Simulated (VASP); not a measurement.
A run of VASP 6.6.1 is set up as follows.

The input INCAR:

```
SYSTEM = BaTe
PREC = Accurate
ENCUT = 600
EDIFF = 1E-8
ISMEAR = 0
SIGMA = 0.01
LREAL = .FALSE.
LASPH = .TRUE.
NELM = 60
ALGO = Normal
ISIF = 3
LWAVE = .FALSE.
LCHARG = .FALSE.
NBANDS = 15
IBRION = 6
NFREE = 2
POTIM = 0.015
NSW = 1
```

Contents of KPOINTS:

```
regular mesh
0
G
  6 6 6
  0 0 0
```

File POSCAR:

```
BaTe
1.0
    0.0000000000      3.4331405669      3.4331405669
    3.4331405669      0.0000000000      3.4331405669
    3.4331405669      3.4331405669      0.0000000000
Ba Te
1 1
Direct
    0.0000000000      0.0000000000      0.0000000000
    0.5000000000      0.5000000000      0.5000000000
```

Potentials or basis: VASP PAW LDA potentials, release 64 (Ba_sv, Te).

Command:

```sh
$ cat potpaw_LDA.64/Ba_sv/POTCAR potpaw_LDA.64/Te/POTCAR > POTCAR
$ mpirun -np 1 vasp_std > vasp.out
```

(1) What does it give for the elastic constants C11, C12, C44?

(2) Estimate the Voigt bulk modulus.

(3) Predict the highest phonon frequency at Γ, LO-TO splitting left out.

Results:

(1) 93, 9, 11 GPa.

(2) 37 GPa.

(3) 102 cm⁻¹.
